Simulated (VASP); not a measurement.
# Mo (Im-3m) in VASP: a series of runs

Mo is run at these levels: r2SCAN; tasks: single point, relaxation of cell and atoms.

Everything below comes from runs of VASP 6.6.1. Logs are shortened: lines on timing, memory, paths and dates and some standing lists are left out, and cuts for length are marked.

### Step 1. The cell of the first run

The structure is cubic, space group Im-3m (No. 229). Conventional cell: a = 3.168 Å, b = 3.168 Å, c = 3.168 Å, α = 90.00°, β = 90.00°, γ = 90.00°. Within 3.6 Å of Mo (site symmetry m-3m) lie 14 Mo at 2.74 to 3.17 Å.

### Step 2. Single point, r2SCAN

Input file POSCAR:

```
Mo
1.0
   -1.5838089700      1.5838089700      1.5838089700
    1.5838089700     -1.5838089700      1.5838089700
    1.5838089700      1.5838089700     -1.5838089700
Mo
1
Direct
    0.0000000000      0.0000000000      0.0000000000
```

Input file INCAR.step1:

```
ALGO     = Normal         # electronic algorithm
EDIFF    = 1E-4           # SCF threshold, eV
ENCUT    = 520            # plane-wave cutoff, eV
GGA      = PE             # functional
ISMEAR   = 0              # smearing method
LASPH    = T              # aspherical terms in the spheres
LCHARG   = F              # write CHGCAR
LREAL    = F              # projectors in reciprocal space
LWAVE    = T              # write WAVECAR
NBANDS   = 13             # bands
NELM     = 80             # most SCF steps
PREC     = Accurate       # precision mode
SIGMA    = 0.1            # smearing width, eV
```

Input file INCAR.step2:

```
ALGO     = Normal         # electronic algorithm
EDIFF    = 1E-7           # SCF threshold, eV
ENCUT    = 520            # plane-wave cutoff, eV
ISIF     = 2              # what is computed and relaxed
ISMEAR   = 0              # smearing method
ISTART   = 1            
LASPH    = T              # aspherical terms in the spheres
LCHARG   = F              # write CHGCAR
LMIXTAU  = T            
LREAL    = F              # projectors in reciprocal space
LWAVE    = F              # write WAVECAR
METAGGA  = R2SCAN         # meta-GGA
NBANDS   = 13             # bands
NELM     = 80             # most SCF steps
PREC     = Accurate       # precision mode
SIGMA    = 0.1            # smearing width, eV
```

Input file KPOINTS:

```
k-points
0
Gamma
  8 8 8
```

Potentials or basis: VASP PAW PBE potentials, release 64 (Mo_sv).

Run with:

```sh
cat potpaw_PBE.64/Mo_sv/POTCAR > POTCAR
cp INCAR.step1 INCAR
mpirun -np 1 vasp_std > vasp.out
cp INCAR.step2 INCAR
mpirun -np 1 vasp_std > vasp.out
```

OUTCAR:

```text
EDIFF = 1E-7
   ENCUT = 520
   ISIF = 2
   ISMEAR = 0
   ISTART = 1
   LASPH = T
   LREAL = F
   METAGGA = R2SCAN
   NELM = 80
   PREC = Accurate

 ion  position               nearest neighbor table
   1  0.000  0.000  0.000-

  LATTYP: Found a body centered cubic cell.
 ALAT       =     3.1676179400

  Lattice vectors:

 A1 = (  -1.5838089700,   1.5838089700,   1.5838089700)
 A2 = (   1.5838089700,  -1.5838089700,   1.5838089700)
 A3 = (   1.5838089700,   1.5838089700,  -1.5838089700)

Analysis of symmetry for initial positions (statically):
=====================================================================
 Subroutine PRICEL returns:
 Original cell was already a primitive cell.

 Routine SETGRP: Setting up the symmetry group for a
 body centered cubic supercell.

 Subroutine GETGRP returns: Found 48 space group operations
 (whereof 48 operations were pure point group operations)
 out of a pool of 48 trial point group operations.

The static configuration has the point symmetry O_h .

Analysis of symmetry for dynamics (positions and initial velocities):
=====================================================================
 Subroutine PRICEL returns:
 Original cell was already a primitive cell.

 Routine SETGRP: Setting up the symmetry group for a
 body centered cubic supercell.

 Subroutine GETGRP returns: Found 48 space group operations
 (whereof 48 operations were pure point group operations)
 out of a pool of 48 trial point group operations.

The dynamic configuration has the point symmetry O_h .

 Subroutine INISYM returns: Found 48 space group operations
 (whereof 48 operations are pure point group operations),
 and found     1 'primitive' translations

----------------------------------------------------------------------------------------

                                     Primitive cell

  volume of cell :      15.8916

  direct lattice vectors                    reciprocal lattice vectors
    -1.583808970  1.583808970  1.583808970     0.000000000  0.315694638  0.315694638
     1.583808970 -1.583808970  1.583808970     0.315694638  0.000000000  0.315694638
     1.583808970  1.583808970 -1.583808970     0.315694638  0.315694638  0.000000000

  length of vectors
     2.743237606  2.743237606  2.743237606     0.446459639  0.446459639  0.446459639

  position of ions in fractional coordinates (direct lattice)
     0.000000000  0.000000000  0.000000000

  ion indices of the primitive-cell ions
   primitive index   ion index
                 1           1

----------------------------------------------------------------------------------------

 KPOINTS: k-points

Automatic generation of k-mesh.
 Grid dimensions read from file:
 generate k-points for:    8    8    8

 Generating k-lattice:

  Cartesian coordinates                     Fractional coordinates (reciprocal lattice)
     0.000000000  0.039461830  0.039461830     0.125000000  0.000000000  0.000000000
     0.039461830  0.000000000  0.039461830     0.000000000  0.125000000  0.000000000
     0.039461830  0.039461830  0.000000000     0.000000000  0.000000000  0.125000000

  Length of vectors
     0.055807455  0.055807455  0.055807455

  Shift w.r.t. Gamma in fractional coordinates (k-lattice)
     0.000000000  0.000000000  0.000000000

 Subroutine IBZKPT returns following result:
 ===========================================

 Found     29 irreducible k-points:

 Following reciprocal coordinates:
            Coordinates               Weight
  0.000000  0.000000  0.000000      1.000000
  0.125000  0.000000  0.000000     12.000000
  0.250000  0.000000  0.000000     12.000000
  0.375000  0.000000  0.000000     12.000000
  0.500000  0.000000  0.000000      6.000000
  0.125000  0.125000  0.000000     24.000000
[... 16 lines left out ...]
 -0.250000  0.250000  0.250000      6.000000
 -0.375000  0.375000  0.250000     24.000000
 [... further k-points ...]
   k-points           NKPTS =     29   k-points in BZ     NKDIM =     29   number of bands    NBANDS=     13
   number of dos      NEDOS =    301   number of ions     NIONS =      1
   total plane-waves  NPLWV =   8000
   dimension x,y,z NGX =    20 NGY =   20 NGZ =   20
   dimension x,y,z NGXF=    40 NGYF=   40 NGZF=   40
   ions per type =               1
   NGX,Y,Z   is equivalent  to a cutoff of  12.12, 12.12, 12.12 a.u.
   NGXF,Y,Z  is equivalent  to a cutoff of  24.24, 24.24, 24.24 a.u.
 SYSTEM =  unknown system
   PREC   = accura    normal or accurate (medium, high low for compatibility)
   ISTART =      1    job   : 0-new  1-cont  2-samecut
   ICHARG =      0    charge: 1-file 2-atom 10-const
   ISPIN  =      1    spin polarized calculation?
   LNONCOLLINEAR =      F non collinear calculations
   LSORBIT =      F    spin-orbit coupling
   LASPH  =      T    aspherical Exc in radial PAW
   ENCUT  =  520.0 eV  38.22 Ry    6.18 a.u.   5.10  5.10  5.10*2*pi/ulx,y,z
   NELM   =     80;   NELMIN=  2; NELMDL=  0     # of ELM steps
   EDIFF  = 0.1E-06   stopping-criterion for ELM
   LREAL  =      F    real-space projection
   EDIFFG = 0.1E-05   stopping-criterion for IOM
   NSW    =      0    number of steps for IOM
   IBRION =     -1    ionic relax: 0-MD 1-quasi-New 2-CG
   NFREE  =      0    steps in history (QN), initial steepest desc. (CG)
   ISIF   =      2    stress and relaxation
   ISYM   =      2    0-nonsym 1-usesym 2-fastsym
   POTIM  = 0.5000    time-step for ionic-motion
   TEBEG  =    0.0;   TEEND  =   0.0 temperature during run
   PSTRESS=    0.0 pullay stress
   NELECT =      14.0000    total number of electrons
   NUPDOWN=      -1.0000    fix difference up-down
   EMIN   =  10.00;   EMAX   =-10.00  energy-range for DOS
   EFERMI =   0.00;   METHOD = LEGACY
   ISMEAR =     0;   SIGMA  =   0.10  broadening in eV -4-tet -1-fermi 0-gaus
   EFERMI_NEDOS =   21; number of points for ismear=-14 and -15
   IALGO  =     38    algorithm
   IMIX   =      4    mixing-type and parameters
     AMIX     =   0.40;   BMIX     =  1.00
     AMIX_MAG =   1.60;   BMIX_MAG =  1.00
  volume/ion in A,a.u.               =      15.89       107.24
  Fermi-wavevector in a.u.,A,eV,Ry     =   1.569380  2.965698 33.510508  2.462953
  Thomas-Fermi vector in A             =   2.671271
   LORBIT       =      0    0 simple, 1 ext, 2 COOP (PROOUT), +10 PAW based schemes
   METAGGA = R2SCAN    functional components
   LHFCALC =     F    Hartree Fock is set to
   AEXX    =    0.0000 exact exchange contribution
   IVDW    =     0    specifies the selected vdW correction
   LEPSILON=     F    determine dielectric tensor
   LRPA    =     F    only Hartree local field effects (RPA)
 non-spin polarized calculation
 Gauss-broadening in eV      SIGMA  =   0.10
  energy-cutoff  :      520.00
  volume of cell :       15.89
 maximum number of plane-waves:       439
   NGX = 11   NGY = 11   NGZ = 11

 number of electron      14.0000005 magnetization

 Free energy of the ion-electron system (eV)
  ---------------------------------------------------
  ext. energy  EPLUGINS =         0.00000000
  ---------------------------------------------------
  free energy    TOTEN  =       -26.05943795 eV

  energy without entropy =      -26.05569377  energy(sigma->0) =      -26.05756586

 E-fermi :  12.1722     XC(G=0): -14.5365

 val. band max:       11.9744622340   @ k =   0.3750   0.1250   0.0000
 cond. band min:      12.1906847212   @ k =   0.3750   0.0000   0.0000
 fundamental gap:      0.2162224872
 Fermi energy:        12.1721645072

 k-point     1 :       0.0000    0.0000    0.0000
  band No.  band energies     occupation
      1     -50.9655      2.00000
      2     -23.4742      2.00000
      3     -23.4742      2.00000
      4     -23.4742      2.00000
      5       4.6728      2.00000
      6      10.8794      2.00000
      7      10.8794      2.00000
      8      10.8794      2.00000
      9      14.1572      0.00000
     10      14.1572      0.00000
     11      27.7532      0.00000
     12      27.7532      0.00000
     13      27.7532      0.00000

 k-point     2 :       0.1250    0.0000    0.0000
  band No.  band energies     occupation
      1     -50.9262      2.00000
      2     -23.6964      2.00000
      3     -23.5427      2.00000
      4     -23.4758      2.00000
      5       5.3551      2.00000
      6      10.5030      2.00000
      7      10.7835      2.00000
      8      11.5336      2.00000
      9      13.7012      0.00000
     10      14.1716      0.00000
     11      28.1663      0.00000
     12      28.8654      0.00000
     13      28.9209      0.00000

 k-point     3 :       0.2500    0.0000    0.0000
  band No.  band energies     occupation
      1     -50.8301      2.00000
      2     -24.2129      2.00000
      3     -23.7050      2.00000
      4     -23.4796      2.00000
      5       6.7429      2.00000
      6       9.7069      2.00000
      7      10.6495      2.00000
      8      13.3455      0.00000
      9      13.5621      0.00000
     10      14.3087      0.00000
     11      27.6880      0.00000
     12      28.9691      0.00000
     13      32.0056      0.00000
[... 305 lines left out ...]
 k-point    23 :      -0.2500    0.2500    0.2500
  band No.  band energies     occupation
      1     -50.7144      2.00000
      2     -24.2406      2.00000
      3     -23.9565      2.00000
      4     -23.9565      2.00000
      5       8.3427      2.00000
      6       9.6520      2.00000
      7      11.6152      2.00000
      8      11.6152      2.00000
      9      13.1628      0.00000
     10      15.9054      0.00000
     11      28.1912      0.00000
     12      31.0302      0.00000
     13      31.4536      0.00000

 k-point    24 :      -0.3750    0.3750    0.2500
  band No.  band energies     occupation
      1     -50.6312      2.00000
      2     -24.5347      2.00000
      3     -24.1283      2.00000
      4     -23.9992      2.00000
      5       8.2757      2.00000
      6       8.8492      2.00000
      7      11.6113      2.00000
      8      12.4892      0.00001
      9      15.2065      0.00000
     10      17.4525      0.00000
     11      26.5268      0.00000
     12      28.6060      0.00000
     13      29.7575      0.00000

 [... further k-points ...]

------------------------ aborting loop because EDIFF is reached ----------------------------------------

  FORCE on cell =-STRESS in cart. coord.  units (eV):
  Direction    XX          YY          ZZ          XY          YZ          ZX
  --------------------------------------------------------------------------------------
  -------------------------------------------------------------------------------------
  Total       -0.2103070     -0.2103070     -0.2103070     -0.0000000     -0.0000000      0.0000000
  in kB      -21.2029354    -21.2029354    -21.2029354     -0.0000000     -0.0000000      0.0000000
  external PRESSURE =     -21.2029354 kB  Pullay stress =       0.0000000 kB

 VOLUME and BASIS-vectors are now :
 -----------------------------------------------------------------------------
  energy-cutoff  :      520.00
  volume of cell :       15.89
      direct lattice vectors                 reciprocal lattice vectors
    -1.583808970  1.583808970  1.583808970     0.000000000  0.315694638  0.315694638
     1.583808970 -1.583808970  1.583808970     0.315694638  0.000000000  0.315694638
     1.583808970  1.583808970 -1.583808970     0.315694638  0.315694638  0.000000000

 POSITION                                       TOTAL-FORCE (eV/Angst)
 -----------------------------------------------------------------------------------
      0.00000      0.00000      0.00000        -0.000000      0.000000      0.000000
 -----------------------------------------------------------------------------------
    total drift:                                0.000000     -0.000000      0.000000

  FREE ENERGIE OF THE ION-ELECTRON SYSTEM (eV)
  ---------------------------------------------------
  free  energy   TOTEN  =       -26.0594379456 eV

  energy  without entropy=      -26.0556937678  energy(sigma->0) =      -26.05756586
```

Run time: 64 s. Hardware: 1 thread of AMD EPYC 7R43 (Zen 3), shared host; peak memory 0.09 GiB.

Results:

```yaml
Free_energy: -26.0594 eV
Pressure: -2.1 GPa
Band_gap_on_the_k_mesh: zero (band 7 reaches 16.31 eV, above the bottom of band 8 at 10.88 eV)
```

Caveat: the PAW data sets were made with another functional, which shifts forces and pressure a little.

(Continued in part 2 of 2.)
